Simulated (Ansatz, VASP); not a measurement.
Cu in VASP and in Ansatz

```
Cu
1.0
     2.95106    0.00000    0.00000
     0.00000    2.95106    0.00000
     0.00000    0.00000    2.81429
Cu
2
Direct
  0.00000 0.00000 0.00000
  0.50000 0.50000 0.50000
```

Change from the starting cell: strain along c alone, the other axes held, atoms relaxed: +2.0 %.

Alike in both runs: task single point; functional PBE; k mesh 14 × 14 × 16; occupations gaussian, width 0.1 eV; no spin polarisation.

|  | VASP | Ansatz |
| --- | --- | --- |
| version | VASP 6.6.1 | Ansatz 0.2.0 |
| potentials or method | VASP PAW PBE potentials, release 64 (Cu_sv_GW), cutoff 700 eV | scalar-relativistic, plane waves, PAW |
| valence electrons in the cell | 38 | 38 |

|  | VASP | Ansatz | Ansatz less VASP |
| --- | --- | --- | --- |
| gap on the k mesh at the Fermi level (eV) | none | none | - |
| pressure (GPa) | -7.5 | -2.7 | +4.79 |
| traceless stress, the component that is largest in VASP (GPa) | 0.10 | 0.10 | -0.001 |

A gap of «none» marks a metal or a gap that the smearing closes. One of these differences is far larger than is usual between the two programs; its cause wasn't traced.
